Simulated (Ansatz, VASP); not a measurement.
Given: the input of a run of Ansatz 0.2.0 on Sr.

Contents of input.yaml:

```yaml
crystal:
  lattice:
    - [-3.7790504237, 3.7790504237, 2.0605115582]
    - [3.7790504237, -3.7790504237, 2.0605115582]
    - [3.7790504237, 3.7790504237, -2.0605115582]
  atoms:
    - { symbol: Sr, position: [0.0, 0.0, 0.0] }
    - { symbol: Sr, position: [0.75, 0.25, 0.5] }
hamiltonian:
  xc: pbe
  pseudopotentials: { kind: paw }
kpoints:
  mp_grid: { grid: [8, 8, 8] }
scf:
  occupations: { method: fermi_dirac, width: 0.05 }
output:
  forces: true
  stress: true
  eigenvalues: true
```

Potentials or basis: Ansatz PAW.

Command:

```console
$ ansatz run input.yaml --threads 2 --pin off --max-ram 5120MiB --backend cpu --events-out ev --progress --plain --runs-dir out
```

**Question.** Set up the same calculation for VASP 6.6.1. Potentials there: VASP PAW PBE potentials, release 64 (Sr_sv).

**Answer.** As run (the cutoff follows the program's own potentials):

Contents of INCAR:

```
PREC     = Accurate       # precision mode
ENCUT    = 520            # plane-wave cutoff, eV
EDIFF    = 1E-6           # SCF threshold, eV
ISMEAR   = -1             # smearing method
SIGMA    = 0.05           # smearing width, eV
LREAL    = False          # projectors in reciprocal space
LASPH    = True           # aspherical terms in the spheres
NELM     = 100            # most SCF steps
ALGO     = Fast           # electronic algorithm
ISIF     = 2              # what is computed and relaxed
LWAVE    = False          # write WAVECAR
LCHARG   = False          # write CHGCAR
GGA      = PE             # functional
NBANDS   = 17             # bands
```

File KPOINTS:

```
Automatic mesh
0
Gamma
  8 8 8
```

The input POSCAR:

```
Sr
1.0
   -3.7790504237      3.7790504237      2.0605115582
    3.7790504237     -3.7790504237      2.0605115582
    3.7790504237      3.7790504237     -2.0605115582
Sr
2
Direct
    0.0000000000      0.0000000000      0.0000000000
    0.7500000000      0.2500000000      0.5000000000
```

Potentials or basis: VASP PAW PBE potentials, release 64 (Sr_sv).

Command:

```sh
$ cat potpaw_PBE.64/Sr_sv/POTCAR > POTCAR
$ mpirun -np 1 vasp_std > vasp.out
```

Both were run:

|  | VASP | Ansatz | Ansatz less VASP |
| --- | --- | --- | --- |
| gap on the k mesh at the Fermi level (eV) | none | none | - |
| pressure (GPa) | -0.4 | -0.4 | 0.00 |
| traceless stress, the component that is largest in VASP (GPa) | -0.32 | -0.32 | +0.003 |

A gap of «none» marks a metal or a gap that the smearing closes. The functional is the same, so the differences come from potentials, cutoffs and numerics.
